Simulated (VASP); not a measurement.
Here is a VASP 6.6.1 calculation.

File INCAR:

```
  ALGO = Normal
  DIPOL = 0.5 0.5 0.365
  EDIFF = 1E-6
  ENCUT = 520
  GGA = PE
  IDIPOL = 3
  ISIF = 2
  ISMEAR = 0
  LASPH = True
  LCHARG = False
  LDIPOL = True
  LREAL = False
  LWAVE = False
  NBANDS = 15
  NELM = 60
  PREC = Accurate
  SIGMA = 0.1
```

KPOINTS

```
k-points
0
Gamma
  9 9 1
```

The input POSCAR:

```
Al3N
1.0
    2.8567582919      0.0000000000      0.0000000000
   -1.4283791460      2.4740252533      0.0000000000
    0.0000000000      0.0000000000     20.1013781961
Al N
3 1
Direct
    0.6666666667      0.3333333333      0.1989913309
    0.3333333333      0.6666666667      0.3134471576
    0.0000000000      0.0000000000      0.4278999237
    0.0000000000      0.0000000000      0.5193362805
```

Potentials or basis: VASP PAW PBE potentials, release 64 (Al, N).

Run with:

```bash
$ cat potpaw_PBE.64/Al/POTCAR potpaw_PBE.64/N/POTCAR > POTCAR
$ mpirun -np 1 vasp_std > vasp.out
```

Problem. Estimate the largest force.

Solution. 0.287 eV/Å.

Problem. Predict the band gap on the k mesh.

Solution. Zero (band 7 reaches 0.32 eV, above the bottom of band 8 at -1.72 eV).

Forces in eV/Å, atoms in the order of the input:
```
Al   0.000  0.000 -0.227
Al   0.000  0.000  0.287
Al   0.000  0.000 -0.086
N    0.000  0.000  0.026
```
